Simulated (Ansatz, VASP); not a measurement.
Sb: VASP and Ansatz over several settings

```
CELL_PARAMETERS angstrom
4.49731 0.00000 0.00000
0.00000 4.39143 0.00000
-1.31166 0.00000 6.32163
ATOMIC_POSITIONS crystal
Sb 0.33993 0.25000 0.68367
Sb 0.93664 0.75000 0.76276
Sb 0.06336 0.25000 0.23724
Sb 0.66007 0.75000 0.31633
```

Single points on this cell with VASP 6.6.1 and Ansatz 0.2.0. Each row is one pair of runs. Alike in all rows: spin: off; k mesh: 6 × 6 × 4; smearing: fermi-dirac, width 0.05 eV.

```csv
level,"VASP's potentials, cutoff","Ansatz's potentials, cutoff","gap on the k mesh at the Fermi level (eV), VASP","gap on the k mesh at the Fermi level (eV), Ansatz","pressure (GPa), VASP","pressure (GPa), Ansatz","rms of the force components (eV/Å), VASP","rms of the force components (eV/Å), Ansatz"
PBEsol,"VASP PAW PBE potentials, release 64 (Sb), 520 eV","Ansatz PAW, 420 eV",none,none,-1.3,-1.4,0.078,0.065
LDA,"VASP PAW LDA potentials, release 64 (Sb_d_GW), 500 eV","Ansatz PAW, 420 eV",none,none,-2.6,-2.5,0.071,0.073
PBEsol,"VASP PAW PBE potentials, release 64 (Sb_d_GW), 500 eV","Ansatz PAW, 420 eV",none,none,-1.5,-1.4,0.065,0.065
r2SCAN,"VASP PAW PBE potentials, release 64 (Sb), 520 eV","Ansatz PAW, 500 eV",none,none,0.4,0.4,0.106,0.126
```

Pressure (GPa): the two programs differ by at most 0.15; rms of the force components (eV/Å): the two programs differ by at most 0.0197.

VASP's potentials hold 20 valence electrons a cell and Ansatz's 60 in some rows, so a difference there can come from the potentials and not from the codes.

A gap of «none» marks a metal or a gap that the smearing closes.

Neither program's run includes spin-orbit coupling.
